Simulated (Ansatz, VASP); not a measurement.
## Two plane-wave programs on C

The input INCAR:

```
ALGO = Normal
EDIFF = 1E-6
ENCUT = 520
GGA = PE
ISIF = 2
ISMEAR = 0
LASPH = True
LCHARG = False
LREAL = False
LWAVE = False
NBANDS = 11
NELM = 60
PREC = Accurate
SIGMA = 0.02
```

KPOINTS

```
k-points
0
Gamma
  14 14 14
```

The input POSCAR:

```
C
1.0
    0.0000000000      2.2049120100      3.4820874000
    1.2935015200      0.0000000000      3.4820874000
    1.2935015200      2.2049120100      0.0000000000
C
2
Direct
    0.1525656276      0.8474343724      0.1525656276
    0.8474343724      0.1525656276      0.8474343724
```

Input for Ansatz:

```yaml
crystal:
  lattice:
    - [0.0, 2.20491201, 3.4820874]
    - [1.29350152, 0.0, 3.4820874]
    - [1.29350152, 2.20491201, 0.0]
  atoms:
    - { symbol: C, position: [0.1525656276, 0.8474343724, 0.1525656276] }
    - { symbol: C, position: [0.8474343724, 0.1525656276, 0.8474343724] }
basis:
  ecutwfc: 420
kpoints:
  mp_grid: { grid: [14, 14, 14] }
hamiltonian:
  xc: pbe
scf:
  occupations: { method: gaussian, width: 0.02 }
output:
  forces: true
  stress: true
  eigenvalues: true
  write_density: true
  write_potential: true
  elf: true
  volumetric_format: npy
```

Alike in both runs: task single point; functional PBE; k mesh 14 × 14 × 14; occupations gaussian, width 0.02 eV; no spin polarisation.

```csv
,VASP,Ansatz
version,VASP 6.6.1,Ansatz 0.2.0
potentials or method,"VASP PAW PBE potentials, release 64 (C), cutoff 520 eV","scalar-relativistic, plane waves, PAW"
valence electrons in the cell,8,8
```

VASP gave:

* gap on the k mesh at the Fermi level (eV): none
* pressure (GPa): -18.4
* traceless stress, the component that is largest in VASP (GPa): -20.82
* rms of the force components (eV/Å): 3.270

**Question.** Estimate Ansatz's values.

**Answer.** gap on the k mesh at the Fermi level (eV): none; pressure (GPa): -18.7; traceless stress, the component that is largest in VASP (GPa): -20.76; rms of the force components (eV/Å): 3.253.

Atom by atom the forces differ by 0.017 eV/Å (rms over components). A gap of «none» marks a metal or a gap that the smearing closes.
